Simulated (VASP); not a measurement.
Here is a VASP 6.6.1 calculation.

INCAR

```
PREC = Accurate
ENCUT = 520
EDIFF = 1E-6
ISMEAR = 0
SIGMA = 0.15
LREAL = False
LASPH = True
NELM = 60
ALGO = Normal
ISIF = 2
LWAVE = False
LCHARG = True
GGA = PE
LELF = True
LVHAR = True
NBANDS = 16
```

File KPOINTS:

```
Automatic mesh
0
Gamma
  18 18 18
```

POSCAR

```
GaSb
1.0
   -1.6939987738      2.5263237550      2.8069021432
    1.6939987738     -2.5263237550      2.8069021432
    1.6939987738      2.5263237550     -2.8069021432
Ga Sb
1 1
Direct
    0.0000000000      0.0000000000      0.0000000000
    0.5000000000      0.5000000000      0.0000000000
```

Potentials or basis: VASP PAW PBE potentials, release 64 (Ga_d, Sb).

Launch:

```sh
$ cat potpaw_PBE.64/Ga_d/POTCAR potpaw_PBE.64/Sb/POTCAR > POTCAR
$ mpirun -np 1 vasp_std > vasp.out
```

Task: Estimate the pressure.

Result: 0.3 GPa.

Task: Estimate the band gap on the k mesh.

Result: Zero (bands 9 and 10 overlap by 5.50 eV).

Stress tensor (GPa, compression positive):
```
-1.93  0.00  0.00
 0.00 -0.48  0.00
 0.00  0.00  3.44
```

Caveat: the stress differs along the axes, from -2 to 3 GPa; spin-orbit coupling is left out, which moves the levels of the heavy elements.
